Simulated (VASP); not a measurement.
Write the native input for VASP 6.6.1 that does the following.

```
Task                   : single point
Functional             : PBE
Potentials or basis    : VASP PAW PBE potentials, release 64 (W_sv, C)
Cutoff                 : 520 eV
k mesh                 : 2 × 2 × 2
Occupations            : fermi-dirac, width 0.3 eV
Spin                   : no spin polarisation
Dipole correction      : no
Further INCAR settings : LREAL = Auto; ALGO = Normal; EDIFF = 1e-07; NBANDS = 86
```

The structure of WC lies in POSCAR:

```
WC
1.0
   -2.9468910000     -5.1041660000      0.0000000000
    4.4203370000     -2.5520830000      0.0000000000
    0.0000000000      0.0000000000      5.7836180000
W C
8 8
Direct
    0.7310772457      0.4764580066     -0.0231343080
    0.7397508109      0.4855206757      0.4672507762
    0.4480282559     -0.0373070119     -0.0052216450
    0.4911267234     -0.0214696479      0.5216457933
    0.2392573584      0.4659294882     -0.0160107393
    0.2422553119      0.4705523580      0.5298067749
   -0.0149951500     -0.0342709329     -0.0055674493
   -0.0163589498     -0.0429849674      0.4627899007
    0.4647258406      0.6246121952      0.2184791596
    0.4993947666      0.6095829217      0.7645906075
    0.2407386802      0.1347251691      0.3029418610
    0.2261418053      0.1297899348      0.7615129492
    0.0304853331      0.6310914651      0.2492903231
   -0.0832361856      0.6527810060      0.7075674777
    0.7407966391      0.1226257068      0.2164907848
    0.7592706201      0.1355977513      0.7373239381
```

These files were run (other wordings do the same):

INCAR

```
SYSTEM = WC
PREC = Accurate ; ENCUT = 520
EDIFF = 1E-7 ; ISMEAR = -1
SIGMA = 0.3 ; LREAL = Auto
LASPH = .TRUE. ; NELM = 80
ALGO = Normal ; ISIF = 2
LWAVE = .FALSE. ; LCHARG = .FALSE.
GGA = PE ; NBANDS = 86
```

KPOINTS

```
Automatic mesh
0
G
  2 2 2
  0 0 0
```

Potentials or basis: VASP PAW PBE potentials, release 64 (W_sv, C).

The run is started by

```bash
$ cat potpaw_PBE.64/W_sv/POTCAR potpaw_PBE.64/C/POTCAR > POTCAR
$ mpirun -np 1 vasp_std > vasp.out
```

It gave:

```
Pressure               : 3.5 GPa
Largest force          : 5.914 eV/Å
Band gap on the k mesh : zero (band 72 reaches 10.94 eV, above the bottom of band 73 at 10.62 eV)
```

Caveat: the k points lie up to 0.62 Å⁻¹ apart; spin-orbit coupling is left out, which moves the levels of the heavy elements; forces of over 1 eV/Å act on the atoms, so gaps and moduli don't describe the material at rest.

Wall time 4.6 min on 1 thread of Intel(R) Xeon(R) Platinum 8259CL CPU @ 2.50GHz (Skylake/Cascade Lake) (shared host), peak memory 0.32 GiB.
